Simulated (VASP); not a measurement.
Here is a VASP 6.6.1 calculation.

The input INCAR:

```
  PREC = Accurate
  ENCUT = 520
  EDIFF = 1E-7
  ISMEAR = 1
  SIGMA = 0.1
  LREAL = False
  LASPH = True
  NELM = 100
  ALGO = Normal
  ISIF = 2
  LWAVE = False
  LCHARG = True
  GGA = PS
  LELF = True
  LVHAR = True
  NBANDS = 13
```

Contents of KPOINTS:

```
regular mesh
0
Gamma
  36 36 36
```

The input POSCAR:

```
W
1.0
   -1.5772252710      1.5772252710      1.5772252710
    1.5772252710     -1.5772252710      1.5772252710
    1.5772252710      1.5772252710     -1.5772252710
W
1
Direct
    0.0000000000      0.0000000000      0.0000000000
```

Potentials or basis: VASP PAW PBE potentials, release 64 (W_sv).

Run with:

```console
$ cat potpaw_PBE.64/W_sv/POTCAR > POTCAR
$ mpirun -np 1 vasp_std > vasp.out
```

Task: Predict the band gap on the k mesh.

Result: Zero (band 7 reaches 16.67 eV, above the bottom of band 8 at 10.17 eV).

Task: Estimate the pressure.

Result: 0.6 GPa.

Caveat: the PAW data sets were made with another functional, which shifts forces and pressure a little; spin-orbit coupling is left out, which moves the levels of the heavy elements.
